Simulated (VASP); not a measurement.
# Ba2Au3 (Pm-3m) in VASP: notebook

The runs below take Ba2Au3 through single point, relaxation of cell and atoms, with PBE.

Program: VASP 6.6.1. These are calculated values, not measurements. Logs are shortened: lines on timing, memory, paths and dates and some standing lists are left out, and cuts for length are marked.

### Step 1. The cell of the first run

The structure is cubic, space group Pm-3m (No. 221). Conventional cell: a = 5.268 Å, b = 5.268 Å, c = 5.268 Å, α = 90.00°, β = 90.00°, γ = 90.00°. Ba (site symmetry m-3m) has 6 Au at 2.63 Å within 3.5 Å. Ba (site symmetry m-3m) has 12 Au at 3.73 Å and 8 Ba at 4.56 Å within 4.9 Å. Au (site symmetry 4/mmm) has 2 Ba at 2.63 Å within 3.5 Å.

The cell was generated, and may not be a known phase.

### Step 2. Single point, PBE

File INCAR:

```
SYSTEM = Ba2Au3
PREC = Accurate
ENCUT = 520
EDIFF = 1E-6
ISMEAR = 0
SIGMA = 0.1
LREAL = .FALSE.
LASPH = .TRUE.
NELM = 60
ALGO = Normal
ISIF = 2
LWAVE = .FALSE.
LCHARG = .FALSE.
GGA = PE
NBANDS = 34
```

File KPOINTS:

```
regular mesh
0
G
  4 4 4
  0 0 0
```

File POSCAR:

```
Ba2Au3
1.0
    5.2684353200      0.0000000000      0.0000000000
    0.0000000000      5.2684353200      0.0000000000
    0.0000000000      0.0000000000      5.2684353200
Ba Au
2 3
Direct
    0.5000000000      0.5000000000      0.5000000000
    0.0000000000      0.0000000000      0.0000000000
    0.0000000000      0.5000000000      0.5000000000
    0.5000000000      0.0000000000      0.5000000000
    0.5000000000      0.5000000000      0.0000000000
```

Potentials or basis: VASP PAW PBE potentials, release 64 (Ba_sv, Au).

Launch:

```bash
cat potpaw_PBE.64/Ba_sv/POTCAR potpaw_PBE.64/Au/POTCAR > POTCAR
mpirun -np 1 vasp_std > vasp.out
```

OUTCAR:

```text
SYSTEM = Ba2Au3
   PREC = Accurate
   ENCUT = 520
   EDIFF = 1E-6
   ISMEAR = 0
   LREAL = .FALSE.
   LASPH = .TRUE.
   NELM = 60
   ISIF = 2
   GGA = PE

 ion  position               nearest neighbor table
   1  0.500  0.500  0.500-   3 2.63   4 2.63   5 2.63   5 2.63   4 2.63   3 2.63   2 4.56   2 4.56
                             2 4.56   2 4.56   2 4.56   2 4.56   2 4.56   2 4.56
   2  0.000  0.000  0.000-   3 3.73   4 3.73   5 3.73   3 3.73   4 3.73   3 3.73   5 3.73   3 3.73
                             4 3.73   5 3.73   4 3.73   5 3.73   1 4.56   1 4.56   1 4.56   1 4.56
   3  0.000  0.500  0.500-   1 2.63   1 2.63   2 3.73   2 3.73   2 3.73   2 3.73
   4  0.500  0.000  0.500-   1 2.63   1 2.63   2 3.73   2 3.73   2 3.73   2 3.73
   5  0.500  0.500  0.000-   1 2.63   1 2.63   2 3.73   2 3.73   2 3.73   2 3.73

  LATTYP: Found a simple cubic cell.
 ALAT       =     5.2684353200

  Lattice vectors:

 A1 = (   5.2684353200,   0.0000000000,   0.0000000000)
 A2 = (   0.0000000000,   5.2684353200,   0.0000000000)
 A3 = (   0.0000000000,   0.0000000000,   5.2684353200)

Analysis of symmetry for initial positions (statically):
=====================================================================
 Subroutine PRICEL returns:
 Original cell was already a primitive cell.

 Routine SETGRP: Setting up the symmetry group for a
 simple cubic supercell.

 Subroutine GETGRP returns: Found 48 space group operations
 (whereof 48 operations were pure point group operations)
 out of a pool of 48 trial point group operations.

The static configuration has the point symmetry O_h .

Analysis of symmetry for dynamics (positions and initial velocities):
=====================================================================
 Subroutine PRICEL returns:
 Original cell was already a primitive cell.

 Routine SETGRP: Setting up the symmetry group for a
 simple cubic supercell.

 Subroutine GETGRP returns: Found 48 space group operations
 (whereof 48 operations were pure point group operations)
 out of a pool of 48 trial point group operations.

The dynamic configuration has the point symmetry O_h .

 Subroutine INISYM returns: Found 48 space group operations
 (whereof 48 operations are pure point group operations),
 and found     1 'primitive' translations

----------------------------------------------------------------------------------------

                                     Primitive cell

  volume of cell :     146.2329

  direct lattice vectors                    reciprocal lattice vectors
     5.268435320  0.000000000  0.000000000     0.189809676  0.000000000  0.000000000
     0.000000000  5.268435320  0.000000000     0.000000000  0.189809676  0.000000000
[... 83 lines left out ...]
   ISYM   =      2    0-nonsym 1-usesym 2-fastsym
   POTIM  = 0.5000    time-step for ionic-motion
   TEBEG  =    0.0;   TEEND  =   0.0 temperature during run
   PSTRESS=    0.0 pullay stress
   NELECT =      53.0000    total number of electrons
   NUPDOWN=      -1.0000    fix difference up-down
   EMIN   =  10.00;   EMAX   =-10.00  energy-range for DOS
   EFERMI =   0.00;   METHOD = LEGACY
   ISMEAR =     0;   SIGMA  =   0.10  broadening in eV -4-tet -1-fermi 0-gaus
   EFERMI_NEDOS =   21; number of points for ismear=-14 and -15
   IALGO  =     38    algorithm
   IMIX   =      4    mixing-type and parameters
     AMIX     =   0.40;   BMIX     =  1.00
     AMIX_MAG =   1.60;   BMIX_MAG =  1.00
  volume/ion in A,a.u.               =      29.25       197.37
  Fermi-wavevector in a.u.,A,eV,Ry     =   1.167218  2.205721 18.536533  1.362397
  Thomas-Fermi vector in A             =   2.303721
   LORBIT       =      0    0 simple, 1 ext, 2 COOP (PROOUT), +10 PAW based schemes
   GGA     = PE    functional components
   LHFCALC =     F    Hartree Fock is set to
   AEXX    =    0.0000 exact exchange contribution
   IVDW    =     0    specifies the selected vdW correction
   LEPSILON=     F    determine dielectric tensor
   LRPA    =     F    only Hartree local field effects (RPA)
 non-spin polarized calculation
 Gauss-broadening in eV      SIGMA  =   0.10
  energy-cutoff  :      520.00
  volume of cell :      146.23
 maximum number of plane-waves:      3952
 NGX is ok and might be reduce to    40
   NGX = 19   NGY = 19   NGZ = 19

 number of electron      53.0000008 magnetization

 Free energy of the ion-electron system (eV)
  ---------------------------------------------------
  ext. energy  EPLUGINS =         0.00000000
  ---------------------------------------------------
  free energy    TOTEN  =       -11.64687816 eV

  energy without entropy =      -11.61663200  energy(sigma->0) =      -11.63175508

 E-fermi :   4.6454     XC(G=0):  -9.7569

 val. band max:        4.5072987142   @ k =   0.2500   0.2500   0.2500
 cond. band min:       4.6520698078   @ k =   0.5000   0.2500   0.0000
 fundamental gap:      0.1447710937
 Fermi energy:         4.6453901931

 k-point     1 :       0.0000    0.0000    0.0000
  band No.  band energies     occupation
      1     -23.8168      2.00000
      2     -22.7312      2.00000
      3      -8.9927      2.00000
      4      -8.9927      2.00000
      5      -8.9927      2.00000
      6      -8.3015      2.00000
[... 359 lines left out ...]
     33       8.8206      0.00000
     34       8.8206      0.00000

------------------------ aborting loop because EDIFF is reached ----------------------------------------

  FORCE on cell =-STRESS in cart. coord.  units (eV):
  Direction    XX          YY          ZZ          XY          YZ          ZX
  --------------------------------------------------------------------------------------
  -------------------------------------------------------------------------------------
  Total       17.6640735     17.6640735     17.6640735      0.0000000     -0.0000000      0.0000000
  in kB      193.5336505    193.5336505    193.5336505      0.0000000     -0.0000000      0.0000000
  external PRESSURE =     193.5336505 kB  Pullay stress =       0.0000000 kB

 VOLUME and BASIS-vectors are now :
 -----------------------------------------------------------------------------
  energy-cutoff  :      520.00
  volume of cell :      146.23
      direct lattice vectors                 reciprocal lattice vectors
     5.268435320  0.000000000  0.000000000     0.189809676  0.000000000  0.000000000
     0.000000000  5.268435320  0.000000000     0.000000000  0.189809676  0.000000000
     0.000000000  0.000000000  5.268435320     0.000000000  0.000000000  0.189809676

 POSITION                                       TOTAL-FORCE (eV/Angst)
 -----------------------------------------------------------------------------------
      2.63422      2.63422      2.63422         0.000000      0.000000      0.000000
      0.00000      0.00000      0.00000         0.000000      0.000000      0.000000
      0.00000      2.63422      2.63422         0.000000      0.000000      0.000000
      2.63422      0.00000      2.63422         0.000000      0.000000      0.000000
      2.63422      2.63422      0.00000         0.000000      0.000000      0.000000
 -----------------------------------------------------------------------------------
    total drift:                               -0.000000     -0.000000     -0.000000

  FREE ENERGIE OF THE ION-ELECTRON SYSTEM (eV)
  ---------------------------------------------------
  free  energy   TOTEN  =       -11.6468781631 eV

  energy  without entropy=      -11.6166319998  energy(sigma->0) =      -11.63175508
```

stdout:

```text
POSCAR found type information on POSCAR BaAu
 POSCAR found :  2 types and       5 ions
 scaLAPACK will be used
 LDA part: xc-table for (Slater+PW92), standard interpolation
 POSCAR, INCAR and KPOINTS ok, starting setup
 FFT: planning ... GRIDC
 FFT: planning ... GRID_SOFT
 FFT: planning ... GRID
 WAVECAR not read
 entering main loop
```

It took 56 s on 1 thread of Intel Xeon Platinum 8259CL at 2.50GHz (Skylake/Cascade Lake), shared host; peak memory 0.25 GiB.

Results:

* Free energy: -11.6469 eV
* Pressure: 19.4 GPa
* Band gap on the k mesh: zero (an odd number of electrons rules out a gap without spin polarisation)

Levels at points of the mesh, in eV from the Fermi level:
```
           k point  band 23  band 24  band 25  band 26  band 27  band 28  band 29  band 30
(0.00, 0.00, 0.00)    -3.92    -3.54    -2.00    -2.00     2.29     2.29     2.29     3.62
(0.50, 0.00, 0.00)    -3.86    -3.73    -1.94    -1.47     1.13     1.23     1.23     2.33
(0.50, 0.50, 0.00)    -3.52    -3.52    -1.55    -0.79    -0.79     1.04     1.04     2.37
(0.50, 0.50, 0.50)    -3.40    -0.86    -0.86    -0.86    -0.70    -0.70    -0.70     1.72
```

Caveat: the cell stands under pressure; spin-orbit coupling is left out, which moves the levels of the heavy elements.

### Step 3. Single point, PBE

This run uses another cell than the first one, of 41.43 Å³/atom.

INCAR is that of step 2.

KPOINTS is that of step 2.

POSCAR, as its differences from that of step 2:

```diff
@@ -2,5 +2,5 @@
 1.0
-    5.2684353200      0.0000000000      0.0000000000
-    0.0000000000      5.2684353200      0.0000000000
-    0.0000000000      0.0000000000      5.2684353200
+    5.9169015903      0.0000000000      0.0000000000
+    0.0000000000      5.9169015903      0.0000000000
+    0.0000000000      0.0000000000      5.9169015903
 Ba Au
```

Potentials or basis: VASP PAW PBE potentials, release 64 (Ba_sv, Au).

Launch:

```bash
cat potpaw_PBE.64/Ba_sv/POTCAR potpaw_PBE.64/Au/POTCAR > POTCAR
mpirun -np 1 vasp_std > vasp.out
```

It took 100 s on 1 thread of Intel Xeon Platinum 8259CL at 2.50GHz (Skylake/Cascade Lake), shared host; peak memory 0.34 GiB.

Results (log left out):

- Free energy: -14.4591 eV
- Pressure: 0.7 GPa
- Band gap on the k mesh: zero (an odd number of electrons rules out a gap without spin polarisation)

Levels at points of the mesh, in eV from the Fermi level:
```csv
k point,band 24,band 25,band 26,band 27,band 28,band 29
"(0.00, 0.00, 0.00)",-3.17,-2.10,-2.10,1.64,1.64,1.64
"(0.50, 0.00, 0.00)",-3.31,-2.50,-2.04,0.98,1.04,1.04
"(0.50, 0.50, 0.00)",-3.09,-2.00,-2.00,-0.93,0.93,0.93
"(0.50, 0.50, 0.50)",-1.91,-1.91,-1.91,-0.24,-0.24,-0.24
```

Caveat: spin-orbit coupling is left out, which moves the levels of the heavy elements.

### Step 4. Single point, PBE

This run uses another cell than the first one, of 41.43 Å³/atom.

File INCAR:

```
PREC = Accurate
ENCUT = 520
EDIFF = 1E-7
ISMEAR = 0
SIGMA = 0.1
LREAL = False
LASPH = True
NELM = 100
ALGO = Fast
ISIF = 2
LWAVE = False
LCHARG = False
GGA = PE
NBANDS = 34
```

File KPOINTS:

```
regular mesh
0
Gamma
  6 6 6
```

POSCAR is that of step 3.

Potentials or basis: VASP PAW PBE potentials, release 64 (Ba_sv, Au).

Launch:

```bash
cat potpaw_PBE.64/Ba_sv/POTCAR potpaw_PBE.64/Au/POTCAR > POTCAR
mpirun -np 1 vasp_std > vasp.out
```

OUTCAR:

```text
PREC = Accurate
   ENCUT = 520
   EDIFF = 1E-7
   ISMEAR = 0
   LREAL = False
   LASPH = True
   NELM = 100
   ISIF = 2
   GGA = PE

 ion  position               nearest neighbor table
   1  0.500  0.500  0.500-   3 2.96   4 2.96   5 2.96   5 2.96   4 2.96   3 2.96
   2  0.000  0.000  0.000-
   3  0.000  0.500  0.500-   1 2.96   1 2.96
   4  0.500  0.000  0.500-   1 2.96   1 2.96
   5  0.500  0.500  0.000-   1 2.96   1 2.96

  LATTYP: Found a simple cubic cell.
[... 935 lines left out ...]
  Direction    XX          YY          ZZ          XY          YZ          ZX
  --------------------------------------------------------------------------------------
  -------------------------------------------------------------------------------------
  Total        0.7095658      0.7095658      0.7095658      0.0000000      0.0000000     -0.0000000
  in kB        5.4880772      5.4880772      5.4880772      0.0000000      0.0000000     -0.0000000
  external PRESSURE =       5.4880772 kB  Pullay stress =       0.0000000 kB

 VOLUME and BASIS-vectors are now :
 -----------------------------------------------------------------------------
  energy-cutoff  :      520.00
  volume of cell :      207.15
      direct lattice vectors                 reciprocal lattice vectors
     5.916901590  0.000000000  0.000000000     0.169007374  0.000000000  0.000000000
     0.000000000  5.916901590  0.000000000     0.000000000  0.169007374  0.000000000
     0.000000000  0.000000000  5.916901590     0.000000000  0.000000000  0.169007374

 POSITION                                       TOTAL-FORCE (eV/Angst)
 -----------------------------------------------------------------------------------
      2.95845      2.95845      2.95845         0.000000      0.000000      0.000000
      0.00000      0.00000      0.00000         0.000000      0.000000      0.000000
      0.00000      2.95845      2.95845         0.000000      0.000000      0.000000
      2.95845      0.00000      2.95845         0.000000      0.000000      0.000000
      2.95845      2.95845      0.00000         0.000000      0.000000      0.000000
 -----------------------------------------------------------------------------------
    total drift:                                0.000000      0.000000     -0.000000

  FREE ENERGIE OF THE ION-ELECTRON SYSTEM (eV)
  ---------------------------------------------------
  free  energy   TOTEN  =       -14.5450566989 eV

  energy  without entropy=      -14.5381328933  energy(sigma->0) =      -14.54159480
```

stdout:

```text
POSCAR found type information on POSCAR BaAu
 POSCAR found :  2 types and       5 ions
 scaLAPACK will be used
 LDA part: xc-table for (Slater+PW92), standard interpolation
 POSCAR, INCAR and KPOINTS ok, starting setup
 FFT: planning ... GRIDC
 FFT: planning ... GRID_SOFT
 FFT: planning ... GRID
 WAVECAR not read
 entering main loop
 num prob  num prob  num prob  num prob  num prob RMM:  17    -0.145450563217E+02   -0.62352E-06   -0.61039E-06  1770   0.597E-03    0.879E-04
 num prob RMM:  19    -0.145450566989E+02   -0.24054E-07   -0.92774E-07  1525   0.280E-03
```

Wall time 5.3 min (1 thread of Intel Xeon Platinum 8259CL at 2.50GHz (Skylake/Cascade Lake), shared host); peak memory 0.4 GiB.

What came out:

```
Free energy            : -14.5451 eV
Pressure               : 0.5 GPa
Band gap on the k mesh : zero (an odd number of electrons rules out a gap without spin polarisation)
```

Levels at points of the mesh, in eV from the Fermi level:
| k point | band 24 | band 25 | band 26 | band 27 | band 28 | band 29 |
| --- | --- | --- | --- | --- | --- | --- |
| (0.00, 0.00, 0.00) | -3.05 | -1.99 | -1.99 | 1.75 | 1.75 | 1.75 |
| (0.50, 0.00, 0.00) | -3.20 | -2.39 | -1.93 | 1.08 | 1.14 | 1.14 |
| (0.50, 0.50, 0.00) | -2.98 | -1.89 | -1.89 | -0.83 | 1.03 | 1.03 |
| (0.50, 0.50, 0.50) | -1.80 | -1.80 | -1.80 | -0.14 | -0.14 | -0.14 |

Caveat: spin-orbit coupling is left out, which moves the levels of the heavy elements.

### Step 5. Relaxation of cell and atoms, PBE

File INCAR:

```
ALGO     = Normal         # electronic algorithm
EDIFF    = 1E-6           # SCF threshold, eV
EDIFFG   = -0.04          # ionic threshold
ENCUT    = 600            # plane-wave cutoff, eV
GGA      = PE             # functional
IBRION   = 2              # ionic algorithm
ISIF     = 3              # what is computed and relaxed
ISMEAR   = 0              # smearing method
LASPH    = True           # aspherical terms in the spheres
LCHARG   = False          # write CHGCAR
LREAL    = False          # projectors in reciprocal space
LWAVE    = False          # write WAVECAR
NELM     = 60             # most SCF steps
NSW      = 90             # ionic steps
PREC     = Accurate       # precision mode
SIGMA    = 0.1            # smearing width, eV
```

File KPOINTS:

```
k-points
0
Gamma
  4 4 4
```

POSCAR, as its differences from that of step 4:

```diff
@@ -2,5 +2,5 @@
 1.0
-    5.9169015903      0.0000000000      0.0000000000
-    0.0000000000      5.9169015903      0.0000000000
-    0.0000000000      0.0000000000      5.9169015903
+    5.2684353200      0.0000000000      0.0000000000
+    0.0000000000      5.2684353200      0.0000000000
+    0.0000000000      0.0000000000      5.2684353200
 Ba Au
```

Launch:

```bash
cat potpaw_PBE.64/Ba_sv/POTCAR potpaw_PBE.64/Au/POTCAR > POTCAR
mpirun -np 1 vasp_std > vasp.out
```

Wall time 3.7 min (1 thread of Intel Xeon Platinum 8259CL at 2.50GHz (Skylake/Cascade Lake), shared host); peak memory 0.29 GiB.

The run converged. Its results:

* Free energy: -14.4607 eV
* Relaxed volume: 42.88 Å³/atom
* Relaxed cell: a = 5.985 Å, b = 5.985 Å, c = 5.985 Å, α = 90.00°, β = 90.00°, γ = 90.00°
* Space group after relaxing (to 0.1 Å): Pm-3m (No. 221)
* Energy gained by relaxing: 562.7 meV/atom
* Ionic steps: 4
* Pressure after relaxing: -0.1 GPa
* Band gap on the k mesh: zero (an odd number of electrons rules out a gap without spin polarisation)

Step by step:
```csv
step,energy change (eV),largest force (eV/Å),pressure (GPa),volume (Å³)
1,0.0000,0.0000,19.39,146.23
2,-2.7093,0.0000,-1.46,234.67
3,-2.8093,0.0000,0.37,210.05
4,-2.8135,0.0000,-0.05,214.42
```

Final structure:
```cif
data_structure
_symmetry_space_group_name_H-M 'P 1'
_symmetry_Int_Tables_number 1
_cell_length_a 5.9854
_cell_length_b 5.9854
_cell_length_c 5.9854
_cell_angle_alpha 90.000
_cell_angle_beta 90.000
_cell_angle_gamma 90.000
_cell_volume 214.42
loop_
_atom_site_label
_atom_site_type_symbol
_atom_site_fract_x
_atom_site_fract_y
_atom_site_fract_z
_atom_site_occupancy
Ba1 Ba 0.50000 0.50000 0.50000 1
Ba2 Ba 0.00000 0.00000 0.00000 1
Au1 Au 0.00000 0.50000 0.50000 1
Au2 Au 0.50000 0.00000 0.50000 1
Au3 Au 0.50000 0.50000 0.00000 1
```

Levels at points of the mesh, in eV from the Fermi level:
```
           k point  band 23  band 24  band 25  band 26  band 27  band 28  band 29  band 30  band 31
(0.00, 0.00, 0.00)    -3.39    -3.14    -2.10    -2.10     1.59     1.59     1.59     2.27     2.27
(0.50, 0.00, 0.00)    -3.28    -3.27    -2.55    -2.05     0.96     1.01     1.01     1.58     1.76
(0.50, 0.50, 0.00)    -3.29    -3.05    -2.06    -2.06    -0.89     0.91     0.91     1.31     1.95
(0.50, 0.50, 0.50)    -3.24    -1.97    -1.97    -1.97    -0.21    -0.21    -0.21     0.73     1.92
```

Caveat: the volume moved by over 15 % at a fixed basis, so the end points are rough; spin-orbit coupling is left out, which moves the levels of the heavy elements.

### Step 6. Summary

| task | cell | k mesh | cutoff (eV) | gap on the mesh (eV) | pressure (GPa) |
| --- | --- | --- | --- | --- | --- |
| single point | a = 5.268 Å, 5 atoms | 4 × 4 × 4 | 520 | none | 19.4 |
| single point | a = 5.917 Å, 5 atoms | 4 × 4 × 4 | 520 | none | 0.7 |
| single point | a = 5.917 Å, 5 atoms | 6 × 6 × 6 | 520 | none | 0.5 |
| relaxation of cell and atoms | relaxed from a = 5.268 Å, 5 atoms | 4 × 4 × 4 | 600 | none | -0.1 |

Alike in all rows: level PBE; potentials or basis VASP PAW PBE potentials, release 64 (Ba_sv, Au); no spin polarisation; smearing gaussian 0.1 eV.

Caveats: spin-orbit coupling is left out, which moves the levels of the heavy elements; the cell stands under pressure (at least some runs); the volume moved by over 15 % at a fixed basis, so the end points are rough (at least some runs).

Total energies depend on the potentials used, so only differences within one code and one set of settings carry meaning.

The gap in the log of VASP goes by the Fermi energy; the results here count the filled bands.